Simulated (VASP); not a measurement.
# Pd (R-3m) in VASP: single point with PBE

Aim: the single point of Pd with PBE.

All numbers are computed with VASP 6.6.1; they aren't measurements. Logs are shortened: lines on timing, memory, paths and dates and some standing lists are left out, and cuts for length are marked.

### Step 1. The cell of the first run

Symmetry: R-3m, No. 166, trigonal system. Conventional cell: a = 4.765 Å, b = 4.765 Å, c = 2.591 Å, α = 90.00°, β = 90.00°, γ = 120.00°. Pd (site symmetry -3m) has 14 Pd at 2.59 to 3.25 Å within 3.4 Å.

### Step 2. Single point, PBE (strained)

INCAR reads:

```
SYSTEM = Pd
ALGO     = Normal         ! electronic algorithm
EDIFF    = 1E-6           ! SCF threshold, eV
ENCUT    = 520            ! plane-wave cutoff, eV
GGA      = PE             ! functional
ISIF     = 2              ! what is computed and relaxed
ISMEAR   = 0              ! smearing method
LASPH    = .TRUE.         ! aspherical terms in the spheres
LCHARG   = .FALSE.        ! write CHGCAR
LREAL    = .FALSE.        ! projectors in reciprocal space
LWAVE    = .FALSE.        ! write WAVECAR
NBANDS   = 11             ! bands
NELM     = 100            ! most SCF steps
PREC     = Accurate       ! precision mode
SIGMA    = 0.1            ! smearing width, eV
```

KPOINTS reads:

```
k-points
0
G
  18 18 18
  0 0 0
```

POSCAR reads:

```
Pd
1.0
   -1.6217135146      1.7474959946      1.6217135146
    1.7474959946     -1.6217135146      1.6217135146
    1.4959310346      1.4959310346     -1.4959310346
Pd
1
Direct
    0.0000000000      0.0000000000      0.0000000000
```

Potentials or basis: VASP PAW PBE potentials, release 64 (Pd).

Run with:

```
cat potpaw_PBE.64/Pd/POTCAR > POTCAR
mpirun -np 1 vasp_std > vasp.out
```

OUTCAR:

```text
SYSTEM = Pd
   EDIFF = 1E-6
   ENCUT = 520
   GGA = PE
   ISIF = 2
   ISMEAR = 0
   LASPH = .TRUE.
   LREAL = .FALSE.
   NELM = 100
   PREC = Accurate

 ion  position               nearest neighbor table
   1  0.000  0.000  0.000-

  LATTYP: Found a trigonal (rhomboedric) cell.
 ALAT       =     2.8833403715
 COS(alpha) =    -0.3654135546

  Lattice vectors:

 A1 = (   1.6217135146,  -1.7474959946,  -1.6217135146)
 A2 = (  -1.7474959946,   1.6217135146,  -1.6217135146)
 A3 = (   1.6217135146,   1.6217135146,   1.7474959946)

Analysis of symmetry for initial positions (statically):
=====================================================================
 Subroutine PRICEL returns:
 Original cell was already a primitive cell.

 Routine SETGRP: Setting up the symmetry group for a
 trigonal (rhombohedral) supercell.

 Subroutine GETGRP returns: Found 12 space group operations
 (whereof 12 operations were pure point group operations)
 out of a pool of 12 trial point group operations.

The static configuration has the point symmetry D_3d.

Analysis of symmetry for dynamics (positions and initial velocities):
=====================================================================
 Subroutine PRICEL returns:
 Original cell was already a primitive cell.

 Routine SETGRP: Setting up the symmetry group for a
 trigonal (rhombohedral) supercell.

 Subroutine GETGRP returns: Found 12 space group operations
 (whereof 12 operations were pure point group operations)
 out of a pool of 12 trial point group operations.

The dynamic configuration has the point symmetry D_3d.

 Subroutine INISYM returns: Found 12 space group operations
 (whereof 12 operations are pure point group operations),
 and found     1 'primitive' translations

----------------------------------------------------------------------------------------

                                     Primitive cell

  volume of cell :      16.9812

  direct lattice vectors                    reciprocal lattice vectors
    -1.621713515  1.747495995  1.621713515     0.000000000  0.296805526  0.296805526
     1.747495995 -1.621713515  1.621713515     0.296805526  0.000000000  0.296805526
     1.495931035  1.495931035 -1.495931035     0.321761847  0.321761847 -0.024956321

  length of vectors
     2.883340372  2.883340372  2.591028557     0.419746400  0.419746400  0.455723809

  position of ions in fractional coordinates (direct lattice)
     0.000000000  0.000000000  0.000000000

  ion indices of the primitive-cell ions
[... 75 lines left out ...]
   LREAL  =      F    real-space projection
   EDIFFG = 0.1E-04   stopping-criterion for IOM
   NSW    =      0    number of steps for IOM
   IBRION =     -1    ionic relax: 0-MD 1-quasi-New 2-CG
   NFREE  =      0    steps in history (QN), initial steepest desc. (CG)
   ISIF   =      2    stress and relaxation
   ISYM   =      2    0-nonsym 1-usesym 2-fastsym
   POTIM  = 0.5000    time-step for ionic-motion
   TEBEG  =    0.0;   TEEND  =   0.0 temperature during run
   PSTRESS=    0.0 pullay stress
   NELECT =      10.0000    total number of electrons
   NUPDOWN=      -1.0000    fix difference up-down
   EMIN   =  10.00;   EMAX   =-10.00  energy-range for DOS
   EFERMI =   0.00;   METHOD = LEGACY
   ISMEAR =     0;   SIGMA  =   0.10  broadening in eV -4-tet -1-fermi 0-gaus
   EFERMI_NEDOS =   21; number of points for ismear=-14 and -15
   IALGO  =     38    algorithm
   IMIX   =      4    mixing-type and parameters
     AMIX     =   0.40;   BMIX     =  1.00
     AMIX_MAG =   1.60;   BMIX_MAG =  1.00
  volume/ion in A,a.u.               =      16.98       114.59
  Fermi-wavevector in a.u.,A,eV,Ry     =   1.372205  2.593091 25.619039  1.882946
  Thomas-Fermi vector in A             =   2.497833
   LORBIT       =      0    0 simple, 1 ext, 2 COOP (PROOUT), +10 PAW based schemes
   GGA     = PE    functional components
   LHFCALC =     F    Hartree Fock is set to
   AEXX    =    0.0000 exact exchange contribution
   IVDW    =     0    specifies the selected vdW correction
   LEPSILON=     F    determine dielectric tensor
   LRPA    =     F    only Hartree local field effects (RPA)
 non-spin polarized calculation
 Gauss-broadening in eV      SIGMA  =   0.10
  energy-cutoff  :      520.00
  volume of cell :       16.98
 maximum number of plane-waves:       480
 NGX is ok and might be reduce to    24
   NGX = 11   NGY = 11   NGZ =  9

 number of electron      10.0000001 magnetization

 Free energy of the ion-electron system (eV)
  ---------------------------------------------------
  ext. energy  EPLUGINS =         0.00000000
  ---------------------------------------------------
  free energy    TOTEN  =        -5.03158677 eV

  energy without entropy =       -5.02418773  energy(sigma->0) =       -5.02788725

 E-fermi :   7.5763     XC(G=0): -12.3037

 val. band max:        7.5754932268   @ k =   0.5000   0.5000   0.3333
 cond. band min:       7.5788573154   @ k =   0.4444   0.4444   0.2778
 fundamental gap:      0.0033640886
 Fermi energy:         7.5763064078

 k-point     1 :       0.0000    0.0000    0.0000
  band No.  band energies     occupation
      1       1.4958      2.00000
      2       4.3459      2.00000
      3       5.5039      2.00000
      4       5.5039      2.00000
      5       6.9950      2.00000
      6       6.9950      2.00000
      7      25.2295      0.00000
      8      26.9293      0.00000
      9      26.9293      0.00000
     10      33.2042      0.00000
     11      33.2042      0.00000
[... 309 lines left out ...]
 k-point    24 :       0.3889    0.1111    0.0000
  band No.  band energies     occupation
      1       3.3148      2.00000
      2       4.0953      2.00000
      3       6.5404      2.00000
      4       7.0528      2.00000
      5       7.5144      1.61892
      6       9.4917      0.00000
      7      14.3293      0.00000
      8      20.2301      0.00000
      9      26.2270      0.00000
     10      30.5159      0.00000
     11      32.8583      0.00000

 [... further k-points ...]
[... 5 lines left out ...]
  --------------------------------------------------------------------------------------
  -------------------------------------------------------------------------------------
  Total       -0.9882673     -0.9882673     -0.9882673      0.7781555     -0.7781555     -0.7781555
  in kB      -93.2432477    -93.2432477    -93.2432477     73.4191543    -73.4191543    -73.4191543
  external PRESSURE =     -93.2432477 kB  Pullay stress =       0.0000000 kB

 VOLUME and BASIS-vectors are now :
 -----------------------------------------------------------------------------
  energy-cutoff  :      520.00
  volume of cell :       16.98
      direct lattice vectors                 reciprocal lattice vectors
    -1.621713515  1.747495995  1.621713515     0.000000000  0.296805526  0.296805526
     1.747495995 -1.621713515  1.621713515     0.296805526  0.000000000  0.296805526
     1.495931035  1.495931035 -1.495931035     0.321761847  0.321761847 -0.024956321

 POSITION                                       TOTAL-FORCE (eV/Angst)
 -----------------------------------------------------------------------------------
      0.00000      0.00000      0.00000         0.000000      0.000000      0.000000
 -----------------------------------------------------------------------------------
    total drift:                                0.000000      0.000000     -0.000000

  FREE ENERGIE OF THE ION-ELECTRON SYSTEM (eV)
  ---------------------------------------------------
  free  energy   TOTEN  =        -5.0315867731 eV

  energy  without entropy=       -5.0241877251  energy(sigma->0) =       -5.02788725
```

stdout:

```text
POSCAR found type information on POSCAR Pd
 POSCAR found :  1 types and       1 ions
 scaLAPACK will be used
 LDA part: xc-table for (Slater+PW92), standard interpolation
 POSCAR, INCAR and KPOINTS ok, starting setup
 FFT: planning ... GRIDC
 FFT: planning ... GRID_SOFT
 FFT: planning ... GRID
 WAVECAR not read
 entering main loop
```

Wall time 51 s (1 thread of Intel Xeon 6975P-C, shared host); peak memory 0.23 GiB.

Results:

* Free energy: -5.0316 eV
* Pressure: -9.3 GPa
* Band gap on the k mesh: zero (band 5 reaches 8.33 eV, above the bottom of band 6 at 6.59 eV)

Stress tensor (GPa, compression positive):
```
-9.32  7.34 -7.34
 7.34 -9.32 -7.34
-7.34 -7.34 -9.32
```

Levels at points of the mesh, in eV from the Fermi level:
```tsv
k point	band 1	band 2	band 3	band 4	band 5	band 6	band 7	band 8	band 9	band 10
(0.00, 0.00, 0.00)	-6.08	-3.23	-2.07	-2.07	-0.58	-0.58	17.65	19.35	19.35	25.63
(0.50, 0.00, 0.00)	-4.40	-3.61	-0.53	-0.31	0.33	1.20	6.04	13.96	18.60	21.50
(0.00, 0.00, 0.50)	-4.26	-3.16	-0.91	-0.87	0.62	2.28	7.90	14.40	16.05	21.91
(0.50, 0.50, 0.50)	-4.20	-4.20	-0.10	-0.10	0.76	8.81	8.90	8.90	15.76	16.18
```

Caveat: the cell differs from its parent crystal (strained).
